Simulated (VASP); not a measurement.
# CsPbCl3 (Pm-3m) in VASP: notebook, part 2 of 2

VASP 6.6.1. The steps go on from the part before.

### Step 3. Single point, PBEsol

This run uses another cell than the first one, of 35.61 Å³/atom, 1.053 times its volume.

Input file INCAR:

```
SYSTEM = CsPbCl3
PREC = Accurate
ENCUT = 520
EDIFF = 1E-6
ISMEAR = -1
SIGMA = 0.02
LREAL = .False.
LASPH = .True.
NELM = 60
ALGO = Normal
ISIF = 2
LWAVE = .False.
LCHARG = .True.
GGA = PS
LELF = .True.
LVHAR = .True.
NBANDS = 30
```

Input file KPOINTS:

```
Automatic mesh
0
Gamma
  4 4 4
  0 0 0
```

Input file POSCAR:

```
CsPbCl3
1.0
    5.6255830005      0.0000000000      0.0000000000
    0.0000000000      5.6255830005      0.0000000000
    0.0000000000      0.0000000000      5.6255830005
Cs Pb Cl
1 1 3
Direct
    0.0000000000      0.0000000000      0.0000000000
    0.5000000000      0.5000000000      0.5000000000
    0.5000000000      0.5000000000      0.0000000000
    0.0000000000      0.5000000000      0.5000000000
    0.5000000000      0.0000000000      0.5000000000
```

Potentials or basis: VASP PAW PBE potentials, release 64 (Cs_sv, Pb_d, Cl).

Launch:

```console
$ cat potpaw_PBE.64/Cs_sv/POTCAR potpaw_PBE.64/Pb_d/POTCAR potpaw_PBE.64/Cl/POTCAR > POTCAR
$ mpirun -np 1 vasp_std > vasp.out
```

OUTCAR:

```text
SYSTEM = CsPbCl3
   PREC = Accurate
   ENCUT = 520
   EDIFF = 1E-6
   ISMEAR = -1
   LREAL = .False.
   LASPH = .True.
   NELM = 60
   ISIF = 2
   GGA = PS

 ion  position               nearest neighbor table
   1  0.000  0.000  0.000-
   2  0.500  0.500  0.500-   3 2.81   4 2.81   5 2.81   3 2.81   5 2.81   4 2.81
   3  0.500  0.500  0.000-   2 2.81   2 2.81
   4  0.000  0.500  0.500-   2 2.81   2 2.81
   5  0.500  0.000  0.500-   2 2.81   2 2.81

  LATTYP: Found a simple cubic cell.
 ALAT       =     5.6255830005

[... 512 lines left out ...]
  --------------------------------------------------------------------------------------
  -------------------------------------------------------------------------------------
  Total       -0.0438349     -0.0438349     -0.0438349     -0.0000000      0.0000000     -0.0000000
  in kB       -0.3944828     -0.3944828     -0.3944828     -0.0000000      0.0000000     -0.0000000
  external PRESSURE =      -0.3944828 kB  Pullay stress =       0.0000000 kB

 VOLUME and BASIS-vectors are now :
 -----------------------------------------------------------------------------
  energy-cutoff  :      520.00
  volume of cell :      178.03
      direct lattice vectors                 reciprocal lattice vectors
     5.625583000  0.000000000  0.000000000     0.177759354  0.000000000  0.000000000
     0.000000000  5.625583000  0.000000000     0.000000000  0.177759354  0.000000000
     0.000000000  0.000000000  5.625583000     0.000000000  0.000000000  0.177759354

 POSITION                                       TOTAL-FORCE (eV/Angst)
 -----------------------------------------------------------------------------------
      0.00000      0.00000      0.00000         0.000000      0.000000      0.000000
      2.81279      2.81279      2.81279         0.000000      0.000000      0.000000
      2.81279      2.81279      0.00000         0.000000      0.000000      0.000000
      0.00000      2.81279      2.81279         0.000000      0.000000      0.000000
      2.81279      0.00000      2.81279         0.000000      0.000000      0.000000
 -----------------------------------------------------------------------------------
    total drift:                                0.000000     -0.000000     -0.000000

  FREE ENERGIE OF THE ION-ELECTRON SYSTEM (eV)
  ---------------------------------------------------
  free  energy   TOTEN  =       -18.3595018652 eV

  energy  without entropy=      -18.3595018652  energy(sigma->0) =      -18.35950187
```

OSZICAR:

```text
N       E                     dE             d eps       ncg     rms          rms(c)
DAV:   1     0.410574539767E+03    0.41057E+03   -0.19370E+04   600   0.134E+03
DAV:   2     0.370761374035E+02   -0.37350E+03   -0.35187E+03   660   0.315E+02
DAV:   3    -0.170392482093E+02   -0.54115E+02   -0.53532E+02   778   0.128E+02
DAV:   4    -0.190156164412E+02   -0.19764E+01   -0.19703E+01   778   0.295E+01
DAV:   5    -0.190810429799E+02   -0.65427E-01   -0.65411E-01   764   0.503E+00    0.523E+00
DAV:   6    -0.183867303240E+02    0.69431E+00   -0.12136E+00   818   0.116E+01    0.328E+00
DAV:   7    -0.183506285770E+02    0.36102E-01   -0.48242E-01   886   0.409E+00    0.160E+00
DAV:   8    -0.183596860611E+02   -0.90575E-02   -0.64482E-02   804   0.198E+00    0.243E-01
DAV:   9    -0.183589813005E+02    0.70476E-03   -0.11881E-02   906   0.871E-01    0.126E-01
DAV:  10    -0.183594098239E+02   -0.42852E-03   -0.13136E-03   734   0.219E-01    0.479E-02
DAV:  11    -0.183594977840E+02   -0.87960E-04   -0.17522E-04   806   0.959E-02    0.986E-03
DAV:  12    -0.183595017605E+02   -0.39765E-05   -0.27556E-05   812   0.555E-02    0.402E-03
DAV:  13    -0.183595018652E+02   -0.10474E-06   -0.25882E-06   726   0.146E-02
   1 F= -.18359502E+02 E0= -.18359502E+02  d E =-.118170E-10
```

Wall time 41 s (1 thread of Intel Xeon Platinum 8488C (Sapphire Rapids), shared host); peak memory 0.27 GiB.

Results:

```yaml
Free_energy: -18.3595 eV
Pressure: 0.0 GPa
Band_gap_on_the_k_mesh: 1.85 eV, direct
```

Levels at points of the mesh, in eV from the valence-band top:
```
           k point  band 19  band 20  band 21  band 22  band 23  band 24  band 25  band 26
(0.00, 0.00, 0.00)    -2.55    -2.45    -2.45    -2.45     3.26     4.28     4.28     5.18
(0.50, 0.00, 0.00)    -2.65    -2.56    -2.56    -1.65     2.94     4.64     5.20     5.26
(0.50, 0.50, 0.00)    -2.74    -2.68    -2.13    -0.80     2.44     2.44     4.86     5.36
(0.50, 0.50, 0.50)    -2.12    -2.12    -2.12     0.00     1.85     1.85     1.85     5.04
```

Caveat: the PAW data sets were made with another functional, which shifts forces and pressure a little; spin-orbit coupling is left out, which moves the levels of the heavy elements. A k mesh can miss the band edges.

### Step 4. Single point, PBE

This run uses another cell than the first one, of 36.59 Å³/atom, 1.082 times its volume.

Input file INCAR:

```
SYSTEM = CsPbCl3
ALGO     = Normal         ! electronic algorithm
EDIFF    = 1E-6           ! SCF threshold, eV
ENCUT    = 520            ! plane-wave cutoff, eV
GGA      = PE             ! functional
ISIF     = 2              ! what is computed and relaxed
ISMEAR   = -1             ! smearing method
LASPH    = .TRUE.         ! aspherical terms in the spheres
LCHARG   = .FALSE.        ! write CHGCAR
LREAL    = .FALSE.        ! projectors in reciprocal space
LWAVE    = .FALSE.        ! write WAVECAR
NBANDS   = 30             ! bands
NELM     = 60             ! most SCF steps
PREC     = Accurate       ! precision mode
SIGMA    = 0.02           ! smearing width, eV
```

Input file KPOINTS:

```
k-points
0
G
  4 4 4
  0 0 0
```

Changes to POSCAR since step 3:

```diff
@@ -2,5 +2,5 @@
 1.0
-    5.6255830005      0.0000000000      0.0000000000
-    0.0000000000      5.6255830005      0.0000000000
-    0.0000000000      0.0000000000      5.6255830005
+    5.6767292595      0.0000000000      0.0000000000
+    0.0000000000      5.6767292595      0.0000000000
+    0.0000000000      0.0000000000      5.6767292595
 Cs Pb Cl
```

Launch:

```console
$ cat potpaw_PBE.64/Cs_sv/POTCAR potpaw_PBE.64/Pb_d/POTCAR potpaw_PBE.64/Cl/POTCAR > POTCAR
$ mpirun -np 1 vasp_std > vasp.out
```

It took 45 s on 1 thread of Intel Xeon Platinum 8488C (Sapphire Rapids), shared host; peak memory 0.28 GiB.

Results (log left out):

| Property | Result |
| --- | --- |
| Free energy | -17.5345 eV |
| Pressure | 0.7 GPa |
| Band gap on the k mesh | 2.10 eV, direct |

Levels at points of the mesh, in eV from the valence-band top:
| k point | band 18 | band 19 | band 20 | band 21 | band 22 | band 23 | band 24 | band 25 | band 26 | band 27 |
| --- | --- | --- | --- | --- | --- | --- | --- | --- | --- | --- |
| (0.00, 0.00, 0.00) | -2.35 | -2.35 | -2.26 | -2.26 | -2.26 | 3.53 | 4.55 | 4.55 | 5.45 | 5.45 |
| (0.50, 0.00, 0.00) | -2.44 | -2.44 | -2.35 | -2.35 | -1.55 | 3.10 | 4.86 | 5.38 | 5.38 | 5.40 |
| (0.50, 0.50, 0.00) | -2.52 | -2.52 | -2.50 | -1.96 | -0.75 | 2.64 | 2.64 | 5.00 | 5.57 | 5.87 |
| (0.50, 0.50, 0.50) | -2.50 | -1.95 | -1.95 | -1.95 | 0.00 | 2.10 | 2.10 | 2.10 | 5.30 | 5.76 |

Caveat: spin-orbit coupling is left out, which moves the levels of the heavy elements.

### Step 5. Single point, LDA

This run uses another cell than the first one, of 36.59 Å³/atom, 1.082 times its volume.

Input file INCAR:

```
PREC = Accurate
ENCUT = 520
EDIFF = 1E-6
ISMEAR = 0
SIGMA = 0.01
LREAL = F
LASPH = T
NELM = 100
ALGO = Normal
ISIF = 2
LWAVE = F
LCHARG = F
NBANDS = 30
```

Input file KPOINTS:

```
regular mesh
0
Gamma
  4 4 4
```

POSCAR is that of step 4.

Potentials or basis: VASP PAW LDA potentials, release 64 (Cs_sv, Pb_d, Cl).

Launch:

```console
$ cat potpaw_LDA.64/Cs_sv/POTCAR potpaw_LDA.64/Pb_d/POTCAR potpaw_LDA.64/Cl/POTCAR > POTCAR
$ mpirun -np 1 vasp_std > vasp.out
```

It took 38 s on 1 thread of Intel Xeon Platinum 8488C (Sapphire Rapids), shared host; peak memory 0.23 GiB.

The run converged. Its results:

```yaml
Free_energy: -19.3135 eV
Pressure: -2.0 GPa
Band_gap_on_the_k_mesh: 1.86 eV, direct
```

Levels at points of the mesh, in eV from the valence-band top:
| k point | band 18 | band 19 | band 20 | band 21 | band 22 | band 23 | band 24 | band 25 | band 26 | band 27 |
| --- | --- | --- | --- | --- | --- | --- | --- | --- | --- | --- |
| (0.00, 0.00, 0.00) | -2.32 | -2.32 | -2.23 | -2.23 | -2.23 | 3.15 | 4.28 | 4.28 | 5.22 | 5.22 |
| (0.50, 0.00, 0.00) | -2.43 | -2.43 | -2.33 | -2.33 | -1.54 | 2.91 | 4.55 | 5.18 | 5.20 | 5.20 |
| (0.50, 0.50, 0.00) | -2.51 | -2.51 | -2.49 | -1.92 | -0.75 | 2.44 | 2.44 | 4.81 | 5.35 | 5.60 |
| (0.50, 0.50, 0.50) | -2.48 | -1.91 | -1.91 | -1.91 | 0.00 | 1.86 | 1.86 | 1.86 | 4.95 | 5.57 |

Caveat: spin-orbit coupling is left out, which moves the levels of the heavy elements. Expect the measured gap to be larger: semilocal functionals such as LDA lack the derivative discontinuity.

### Step 6. The runs side by side

```csv
level,potentials or basis,cell,smearing,gap on the mesh (eV),pressure (GPa)
LDA,"VASP PAW LDA potentials, release 64 (Cs_sv, Pb_d, Cl)","a = 5.529 Å, 5 atoms",fermi-dirac 0.02 eV,1.51,0.0
PBEsol,"VASP PAW PBE potentials, release 64 (Cs_sv, Pb_d, Cl)","a = 5.626 Å, 5 atoms",fermi-dirac 0.02 eV,1.85,0.0
PBE,"VASP PAW PBE potentials, release 64 (Cs_sv, Pb_d, Cl)","a = 5.677 Å, 5 atoms",fermi-dirac 0.02 eV,2.10,0.7
LDA,"VASP PAW LDA potentials, release 64 (Cs_sv, Pb_d, Cl)","a = 5.677 Å, 5 atoms",gaussian 0.01 eV,1.86,-2.0
```

Alike in all rows: task single point; no spin polarisation; k mesh 4 × 4 × 4; cutoff (eV) 520.

Caveats: spin-orbit coupling is left out, which moves the levels of the heavy elements; the PAW data sets were made with another functional, which shifts forces and pressure a little (some runs).

Absolute energies hang on the potentials; compare differences alone.
